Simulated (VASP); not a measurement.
**KI: relaxation of cell and atoms with r2SCAN**

KI:

```
K I
1.0
     0.00000    3.58818    3.58818
     3.58818    0.00000    3.58818
     3.58818    3.58818    0.00000
K I
1 1
Direct
  0.00000 0.00000 0.00000
  0.50000 0.50000 0.50000
```

```
Program                : VASP 6.6.1
Task                   : relaxation of cell and atoms
Functional             : r2SCAN
Potentials or basis    : VASP PAW PBE potentials, release 64 (K_sv, I)
Cutoff                 : 600 eV
k mesh                 : 6 × 6 × 6
Occupations            : fermi-dirac, width 0.02 eV
Spin                   : no spin polarisation
Dipole correction      : no
Further INCAR settings : ALGO = Normal; EDIFF = 1e-06; IBRION = 2; EDIFFG = -0.005; NSW = 80; ISIF = 3
```

```
Relaxed volume                        : 44.68 Å³/atom
Relaxed cell                          : a = 5.018 Å, b = 5.018 Å, c = 5.018 Å, α = 60.00°, β = 60.00°, γ = 60.00°
Space group after relaxing (to 0.1 Å) : Fm-3m (No. 225)
Energy gained by relaxing             : 2.0 meV/atom
Ionic steps                           : 3
Pressure after relaxing               : 0.0 GPa
Band gap on the k mesh                : 4.57 eV
```

Step by step:
| step | energy change (eV) | largest force (eV/Å) | pressure (GPa) | volume (Å³) |
| --- | --- | --- | --- | --- |
| 1 | 0.0000 | 0.0000 | -0.40 | 92.40 |
| 2 | -0.0029 | 0.0000 | -0.21 | 90.88 |
| 3 | -0.0039 | 0.0000 | -0.01 | 89.35 |

Final structure:
```cif
data_structure
_symmetry_space_group_name_H-M 'P 1'
_symmetry_Int_Tables_number 1
_cell_length_a 5.0181
_cell_length_b 5.0181
_cell_length_c 5.0181
_cell_angle_alpha 60.000
_cell_angle_beta 60.000
_cell_angle_gamma 60.000
_cell_volume 89.35
loop_
_atom_site_label
_atom_site_type_symbol
_atom_site_fract_x
_atom_site_fract_y
_atom_site_fract_z
_atom_site_occupancy
K1 K 0.00000 0.00000 0.00000 1
I1 I 0.50000 0.50000 0.50000 1
```

Levels at points of the mesh, in eV from the valence-band top:
```
           k point  band 4  band 5  band 6  band 7  band 8  band 9  band 10  band 11  band 12
(0.00, 0.00, 0.00)  -12.40  -10.79    0.00    0.00    0.00    4.57     7.05     7.05     7.05
(0.50, 0.00, 0.00)  -12.40  -10.52   -1.29   -0.32   -0.32    6.01     8.30     8.74     8.74
(0.50, 0.50, 0.00)  -12.41  -10.64   -1.00   -0.37   -0.37    5.39     6.47     8.82     9.38
```

It took 2.3 min on 1 thread of AMD EPYC 9R45 96-Core Processor (Zen 5), with other jobs on the host, peak memory 0.26 GiB.

Caveat: the PAW data sets were made with another functional, which shifts forces and pressure a little; spin-orbit coupling is left out, which moves the levels of the heavy elements. r2SCAN opens gaps a little over a GGA but as a rule still falls short of measured ones.
